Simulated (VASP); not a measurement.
Set up this calculation in VASP 6.6.1, as the native input.

```
Task                   : single point
Functional             : PBE
Potentials or basis    : VASP PAW PBE potentials, release 64 (Mn_sv)
Cutoff                 : 680 eV
k mesh                 : 12 × 12 × 17
Occupations            : fermi-dirac, width 0.1 eV
Spin                   : no spin polarisation
Dipole correction      : no
Further INCAR settings : ALGO = Normal; EDIFF = 1e-06; NBANDS = 30
```

The structure of Mn lies in POSCAR:

```
Mn
1.0
    3.7432432570      0.0000000000      0.0000000000
   -1.8716216285      3.2417437531      0.0000000000
    0.0000000000      0.0000000000      2.3477790045
Mn
3
Direct
    0.0000000000      0.0000000000      0.0000000000
    0.3333333333      0.6666666667      0.5000000000
    0.6666666667      0.3333333333      0.5000000000
```

This isn't the form of Mn at room conditions, which is a 58-atom cubic cell.

The input as run:

INCAR

```
ALGO = Normal
EDIFF = 1E-6
ENCUT = 680
GGA = PE
GGA_COMPAT = False
ISIF = 2
ISMEAR = -1
LASPH = True
LCHARG = False
LREAL = False
LWAVE = False
NBANDS = 30
NELM = 120
PREC = Accurate
SIGMA = 0.1
```

KPOINTS

```
k-points
0
Gamma
  12 12 17
```

Potentials or basis: VASP PAW PBE potentials, release 64 (Mn_sv).

The run is started by

```bash
$ cat potpaw_PBE.64/Mn_sv/POTCAR > POTCAR
$ mpirun -np 1 vasp_std > vasp.out
```

Results of the run:

The pressure is 44.2 GPa and the band gap on the k mesh is zero (an odd number of electrons rules out a gap without spin polarisation).

Caveat: the cell stands under pressure; the run has no spin polarisation, though such a crystal can be magnetic.

Wall time 3.8 min on 1 thread of AMD EPYC 7R43 64-Core Processor (Zen 3) (shared host), peak memory 0.23 GiB.
